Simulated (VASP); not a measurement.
# Ti (R-3m) in VASP: single point with PBEsol

Aim: the single point of Ti with PBEsol.

Program: VASP 6.6.1. These are calculated values, not measurements. Logs are shortened: lines on timing, memory, paths and dates and some standing lists are left out, and cuts for length are marked.

**1. The cell of the first run**

Symmetry: R-3m, No. 166, trigonal system. The conventional cell has a = 4.786 Å, b = 4.786 Å, c = 2.419 Å, α = 90.00°, β = 90.00°, γ = 120.00°. Ti (site symmetry -3m) has 14 Ti at 2.42 to 3.20 Å within 3.2 Å.

**2. Single point, PBEsol (strained)**

INCAR reads:

```
SYSTEM = Ti
PREC     = Accurate       ! precision mode
ENCUT    = 520            ! plane-wave cutoff, eV
EDIFF    = 1E-6           ! SCF threshold, eV
ISMEAR   = 0              ! smearing method
SIGMA    = 0.1            ! smearing width, eV
LREAL    = .False.        ! projectors in reciprocal space
LASPH    = .True.         ! aspherical terms in the spheres
NELM     = 60             ! most SCF steps
ALGO     = Fast           ! electronic algorithm
ISIF     = 2              ! what is computed and relaxed
LWAVE    = .False.        ! write WAVECAR
LCHARG   = .False.        ! write CHGCAR
GGA      = PS             ! functional
NBANDS   = 12             ! bands
```

KPOINTS reads:

```
regular mesh
0
Gamma
  18 18 18
  0 0 0
```

POSCAR reads:

```
Ti
1.0
   -1.5935586900      1.7904786900      1.5935586900
    1.7904786900     -1.5935586900      1.5935586900
    1.3966386900      1.3966386900     -1.3966386900
Ti
1
Direct
    0.0000000000      0.0000000000      0.0000000000
```

Potentials or basis: VASP PAW PBE potentials, release 64 (Ti_sv).

Run with:

```
$ cat potpaw_PBE.64/Ti_sv/POTCAR > POTCAR
$ mpirun -np 1 vasp_std > vasp.out
```

OUTCAR:

```text
SYSTEM = Ti
   PREC = Accurate
   ENCUT = 520
   EDIFF = 1E-6
   ISMEAR = 0
   LREAL = .False.
   LASPH = .True.
   NELM = 60
   ISIF = 2
   GGA = PS

 ion  position               nearest neighbor table
   1  0.000  0.000  0.000-

  LATTYP: Found a trigonal (rhomboedric) cell.
 ALAT       =     2.8783107088
 COS(alpha) =    -0.3822766004

  Lattice vectors:

 A1 = (   1.5935586900,  -1.7904786900,  -1.5935586900)
 A2 = (  -1.7904786900,   1.5935586900,  -1.5935586900)
 A3 = (   1.5935586900,   1.5935586900,   1.7904786900)

Analysis of symmetry for initial positions (statically):
=====================================================================
 Subroutine PRICEL returns:
 Original cell was already a primitive cell.

 Routine SETGRP: Setting up the symmetry group for a
 trigonal (rhombohedral) supercell.

 Subroutine GETGRP returns: Found 12 space group operations
 (whereof 12 operations were pure point group operations)
 out of a pool of 12 trial point group operations.

The static configuration has the point symmetry D_3d.

Analysis of symmetry for dynamics (positions and initial velocities):
=====================================================================
 Subroutine PRICEL returns:
 Original cell was already a primitive cell.

 Routine SETGRP: Setting up the symmetry group for a
 trigonal (rhombohedral) supercell.

 Subroutine GETGRP returns: Found 12 space group operations
 (whereof 12 operations were pure point group operations)
 out of a pool of 12 trial point group operations.

The dynamic configuration has the point symmetry D_3d.

 Subroutine INISYM returns: Found 12 space group operations
 (whereof 12 operations are pure point group operations),
 and found     1 'primitive' translations

----------------------------------------------------------------------------------------

                                     Primitive cell

  volume of cell :      15.9939

  direct lattice vectors                    reciprocal lattice vectors
    -1.593558690  1.790478690  1.593558690     0.000000000  0.295505010  0.295505010
     1.790478690 -1.593558690  1.593558690     0.295505010  0.000000000  0.295505010
     1.396638690  1.396638690 -1.396638690     0.337169935  0.337169935 -0.041664925

  length of vectors
     2.878310709  2.878310709  2.419049171     0.417907193  0.417907193  0.478647152

  position of ions in fractional coordinates (direct lattice)
     0.000000000  0.000000000  0.000000000

  ion indices of the primitive-cell ions
   primitive index   ion index
                 1           1

----------------------------------------------------------------------------------------

 KPOINTS: regular mesh

Automatic generation of k-mesh.
 Grid dimensions read from file:
 generate k-points for:   18   18   18

 Generating k-lattice:

  Cartesian coordinates                     Fractional coordinates (reciprocal lattice)
     0.000000000  0.016416945  0.016416945     0.055555556  0.000000000  0.000000000
     0.016416945  0.000000000  0.016416945     0.000000000  0.055555556  0.000000000
     0.018731663  0.018731663 -0.002314718     0.000000000  0.000000000  0.055555556

  Length of vectors
     0.023217066  0.023217066  0.026591508

  Shift w.r.t. Gamma in fractional coordinates (k-lattice)
     0.000000000  0.000000000  0.000000000

 Subroutine IBZKPT returns following result:
 ===========================================

 Found    580 irreducible k-points:

 Following reciprocal coordinates:
            Coordinates               Weight
  0.000000  0.000000  0.000000      1.000000
  0.055556  0.000000  0.000000      6.000000
  0.111111  0.000000  0.000000      6.000000
  0.166667  0.000000  0.000000      6.000000
  0.222222  0.000000  0.000000      6.000000
  0.277778  0.000000  0.000000      6.000000
[... 16 lines left out ...]
  0.333333  0.111111  0.000000     12.000000
  0.388889  0.111111  0.000000     12.000000
 [... further k-points ...]
   k-points           NKPTS =    580   k-points in BZ     NKDIM =    580   number of bands    NBANDS=     12
   number of dos      NEDOS =    301   number of ions     NIONS =      1
   total plane-waves  NPLWV =  10368
   dimension x,y,z NGX =    24 NGY =   24 NGZ =   18
   dimension x,y,z NGXF=    48 NGYF=   48 NGZF=   36
   ions per type =               1
   NGX,Y,Z   is equivalent  to a cutoff of  13.86, 13.86, 12.37 a.u.
   NGXF,Y,Z  is equivalent  to a cutoff of  27.72, 27.72, 24.74 a.u.
 SYSTEM =  Ti
   PREC   = accura    normal or accurate (medium, high low for compatibility)
   ISTART =      0    job   : 0-new  1-cont  2-samecut
   ICHARG =      2    charge: 1-file 2-atom 10-const
   ISPIN  =      1    spin polarized calculation?
   LNONCOLLINEAR =      F non collinear calculations
   LSORBIT =      F    spin-orbit coupling
   LASPH  =      T    aspherical Exc in radial PAW
   ENCUT  =  520.0 eV  38.22 Ry    6.18 a.u.   5.35  5.35  4.50*2*pi/ulx,y,z
   NELM   =     60;   NELMIN=  2; NELMDL= -5     # of ELM steps
   EDIFF  = 0.1E-05   stopping-criterion for ELM
   LREAL  =      F    real-space projection
   EDIFFG = 0.1E-04   stopping-criterion for IOM
   NSW    =      0    number of steps for IOM
   IBRION =     -1    ionic relax: 0-MD 1-quasi-New 2-CG
   NFREE  =      0    steps in history (QN), initial steepest desc. (CG)
   ISIF   =      2    stress and relaxation
   ISYM   =      2    0-nonsym 1-usesym 2-fastsym
   POTIM  = 0.5000    time-step for ionic-motion
   TEBEG  =    0.0;   TEEND  =   0.0 temperature during run
   PSTRESS=    0.0 pullay stress
   NELECT =      12.0000    total number of electrons
   NUPDOWN=      -1.0000    fix difference up-down
   EMIN   =  10.00;   EMAX   =-10.00  energy-range for DOS
   EFERMI =   0.00;   METHOD = LEGACY
   ISMEAR =     0;   SIGMA  =   0.10  broadening in eV -4-tet -1-fermi 0-gaus
   EFERMI_NEDOS =   21; number of points for ismear=-14 and -15
   IALGO  =     68    algorithm
   IMIX   =      4    mixing-type and parameters
     AMIX     =   0.40;   BMIX     =  1.00
     AMIX_MAG =   1.60;   BMIX_MAG =  1.00
  volume/ion in A,a.u.               =      15.99       107.93
  Fermi-wavevector in a.u.,A,eV,Ry     =   1.487592  2.811141 30.108734  2.212929
  Thomas-Fermi vector in A             =   2.600733
   LORBIT       =      0    0 simple, 1 ext, 2 COOP (PROOUT), +10 PAW based schemes
   GGA     = PS    functional components
   LHFCALC =     F    Hartree Fock is set to
   AEXX    =    0.0000 exact exchange contribution
   IVDW    =     0    specifies the selected vdW correction
   LEPSILON=     F    determine dielectric tensor
   LRPA    =     F    only Hartree local field effects (RPA)
 non-spin polarized calculation
 RMM-DIIS sequential band-by-band and
 Gauss-broadening in eV      SIGMA  =   0.10
  energy-cutoff  :      520.00
  volume of cell :       15.99
 maximum number of plane-waves:       445
 NGX is ok and might be reduce to    24
   NGX = 11   NGY = 11   NGZ =  9

 number of electron      11.9999996 magnetization

 Free energy of the ion-electron system (eV)
  ---------------------------------------------------
  ext. energy  EPLUGINS =         0.00000000
  ---------------------------------------------------
  free energy    TOTEN  =        -8.21752992 eV

  energy without entropy =       -8.20938768  energy(sigma->0) =       -8.21345880

 E-fermi :   8.6734     XC(G=0): -12.0059

 val. band max:        8.6725586958   @ k =  -0.1111  -0.2222   0.3889
 cond. band min:       8.6794507522   @ k =  -0.2222   0.3333   0.1111
 fundamental gap:      0.0068920563
 Fermi energy:         8.6733561796

 k-point     1 :       0.0000    0.0000    0.0000
  band No.  band energies     occupation
      1     -47.3910      2.00000
      2     -23.3268      2.00000
      3     -23.3268      2.00000
      4     -22.7426      2.00000
      5       2.7773      2.00000
      6       8.4624      1.99715
      7       9.9953      0.00000
      8       9.9953      0.00000
      9      12.4833      0.00000
     10      12.4833      0.00000
     11      24.3353      0.00000
     12      27.8113      0.00000

 k-point     2 :       0.0556    0.0000    0.0000
  band No.  band energies     occupation
      1     -47.3874      2.00000
      2     -23.3480      2.00000
      3     -23.3313      2.00000
      4     -22.7439      2.00000
      5       2.8785      2.00000
      6       8.4461      1.99869
      7       9.9117      0.00000
      8      10.0631      0.00000
      9      12.4773      0.00000
     10      12.4981      0.00000
     11      24.3719      0.00000
     12      27.6315      0.00000

 k-point     3 :       0.1111    0.0000    0.0000
  band No.  band energies     occupation
      1     -47.3770      2.00000
      2     -23.4088      2.00000
      3     -23.3443      2.00000
      4     -22.7475      2.00000
      5       3.1750      2.00000
      6       8.3992      1.99989
      7       9.6794      0.00000
      8      10.2625      0.00000
      9      12.4669      0.00000
     10      12.5423      0.00000
     11      24.3395      0.00000
     12      27.1059      0.00000

 k-point     4 :       0.1667    0.0000    0.0000
  band No.  band energies     occupation
      1     -47.3611      2.00000
      2     -23.5011      2.00000
      3     -23.3643      2.00000
      4     -22.7528      2.00000
      5       3.6438      2.00000
      6       8.3279      2.00000
      7       9.3504      0.00000
      8      10.5807      0.00000
      9      12.4668      0.00000
     10      12.6148      0.00000
     11      23.8106      0.00000
     12      26.2993      0.00000

 k-point     5 :       0.2222    0.0000    0.0000
  band No.  band energies     occupation
      1     -47.3416      2.00000
      2     -23.6128      2.00000
      3     -23.3888      2.00000
      4     -22.7593      2.00000
      5       4.2415      2.00000
      6       8.2419      2.00000
      7       9.0012      0.00000
      8      10.9945      0.00000
      9      12.4855      0.00000
     10      12.7134      0.00000
     11      22.6891      0.00000
     12      25.3436      0.00000
[... 228 lines left out ...]
      1     -47.3143      2.00000
      2     -23.7420      2.00000
      3     -23.4472      2.00000
      4     -22.7685      2.00000
      5       5.1453      2.00000
      6       8.1365      2.00000
      7       8.5168      1.97313
      8      11.7463      0.00000
      9      12.5212      0.00000
     10      12.8708      0.00000
     11      21.3680      0.00000
     12      23.0082      0.00000

 k-point    22 :       0.2778    0.1111    0.0000
  band No.  band energies     occupation
      1     -47.2957      2.00000
      2     -23.8354      2.00000
      3     -23.4791      2.00000
      4     -22.7744      2.00000
      5       5.7382      2.00000
      6       8.0256      2.00000
      7       8.4238      1.99958
      8      12.2764      0.00000
      9      12.5709      0.00000
     10      12.9973      0.00000
     11      19.9312      0.00000
     12      22.2373      0.00000

 k-point    23 :       0.3333    0.1111    0.0000
  band No.  band energies     occupation
      1     -47.2806      2.00000
      2     -23.9107      2.00000
      3     -23.5053      2.00000
      4     -22.7791      2.00000
      5       6.1386      2.00000
      6       7.9065      2.00000
      7       8.5891      1.76658
      8      12.6175      0.00000
      9      12.7173      0.00000
     10      13.1779      0.00000
     11      18.6307      0.00000
     12      21.5877      0.00000

 k-point    24 :       0.3889    0.1111    0.0000
  band No.  band energies     occupation
      1     -47.2706      2.00000
      2     -23.9594      2.00000
      3     -23.5224      2.00000
      4     -22.7821      2.00000
      5       6.3127      2.00000
      6       7.8348      2.00000
      7       8.8703      0.00535
      8      12.6473      0.00000
      9      12.9389      0.00000
     10      13.4404      0.00000
     11      17.6704      0.00000
     12      21.1366      0.00000

 [... further k-points ...]
[... 5 lines left out ...]
  --------------------------------------------------------------------------------------
  -------------------------------------------------------------------------------------
  Total        0.2986176      0.2986176      0.2986176      0.1099236     -0.1099236     -0.1099236
  in kB       29.9138018     29.9138018     29.9138018     11.0115166    -11.0115166    -11.0115166
  external PRESSURE =      29.9138018 kB  Pullay stress =       0.0000000 kB

 VOLUME and BASIS-vectors are now :
 -----------------------------------------------------------------------------
  energy-cutoff  :      520.00
  volume of cell :       15.99
      direct lattice vectors                 reciprocal lattice vectors
    -1.593558690  1.790478690  1.593558690     0.000000000  0.295505010  0.295505010
     1.790478690 -1.593558690  1.593558690     0.295505010  0.000000000  0.295505010
     1.396638690  1.396638690 -1.396638690     0.337169935  0.337169935 -0.041664925

 POSITION                                       TOTAL-FORCE (eV/Angst)
 -----------------------------------------------------------------------------------
      0.00000      0.00000      0.00000        -0.000000      0.000000      0.000000
 -----------------------------------------------------------------------------------
    total drift:                                0.000000      0.000000      0.000000

  FREE ENERGIE OF THE ION-ELECTRON SYSTEM (eV)
  ---------------------------------------------------
  free  energy   TOTEN  =        -8.2175299241 eV

  energy  without entropy=       -8.2093876813  energy(sigma->0) =       -8.21345880
```

Run time: 2.8 min. Hardware: 1 thread of Intel Xeon 8259CL, shared host; peak memory 0.22 GiB.

Results:

```yaml
Free_energy: -8.2175 eV
Pressure: 3.0 GPa
Band_gap_on_the_k_mesh: zero (bands 6 and 7 overlap by 1.96 eV)
```

Stress tensor (GPa, compression positive):
```
 2.99  1.10 -1.10
 1.10  2.99 -1.10
-1.10 -1.10  2.99
```

Levels at points of the mesh, in eV from the Fermi level:
| k point | band 2 | band 3 | band 4 | band 5 | band 6 | band 7 | band 8 | band 9 | band 10 | band 11 |
| --- | --- | --- | --- | --- | --- | --- | --- | --- | --- | --- |
| (0.00, 0.00, 0.00) | -32.00 | -32.00 | -31.42 | -5.90 | -0.21 | 1.32 | 1.32 | 3.81 | 3.81 | 15.66 |
| (0.50, 0.00, 0.00) | -32.68 | -32.15 | -31.45 | -2.58 | -0.85 | 0.69 | 3.96 | 3.99 | 4.68 | 8.72 |
| (0.00, 0.00, 0.50) | -33.15 | -32.14 | -31.89 | -2.44 | -0.23 | 2.84 | 2.89 | 2.89 | 5.05 | 11.26 |
| (0.50, 0.50, 0.50) | -33.04 | -32.25 | -32.25 | -2.27 | -2.27 | 3.90 | 3.90 | 5.60 | 9.11 | 9.11 |

Caveat: the cell differs from its parent crystal (strained); the PAW data sets were made with another functional, which shifts forces and pressure a little.
